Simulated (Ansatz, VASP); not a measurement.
## Be2C3: VASP beside Ansatz

```
CELL_PARAMETERS angstrom
1.34012 0.77372 7.82878
-1.34012 0.77372 7.82878
0.00000 -1.54744 7.82878
ATOMIC_POSITIONS crystal
Be 0.35899 0.35899 0.35899
Be 0.64101 0.64101 0.64101
C 0.00000 0.00000 0.00000
C 0.16665 0.16665 0.16665
C 0.83335 0.83335 0.83335
```

Alike in both runs: functional PBE; k mesh 6 × 6 × 6; occupations gaussian, width 0.1 eV; no spin polarisation.

Ansatz relaxed the structure, and its values are those at the end. VASP's run is a single point on that final structure, the one shown.

|  | VASP | Ansatz |
| --- | --- | --- |
| version | VASP 6.6.1 | Ansatz 0.2.0 |
| potentials or method | VASP PAW PBE potentials, release 64 (Be, C), cutoff 520 eV | scalar-relativistic, plane waves, PAW |
| valence electrons in the cell | 16 | 16 |

Ansatz gave:

```
gap on the k mesh at the Fermi level (eV) : none
pressure (GPa)                            : 0.1
rms of the force components (eV/Å)        : 0.009
```

Task: Which values does VASP return?

Result: gap on the k mesh at the Fermi level (eV): none; pressure (GPa): 0.5; rms of the force components (eV/Å): 0.021.

A gap of «none» marks a metal or a gap that the smearing closes.

The k mesh is coarse, so the values compare programs but aren't converged.
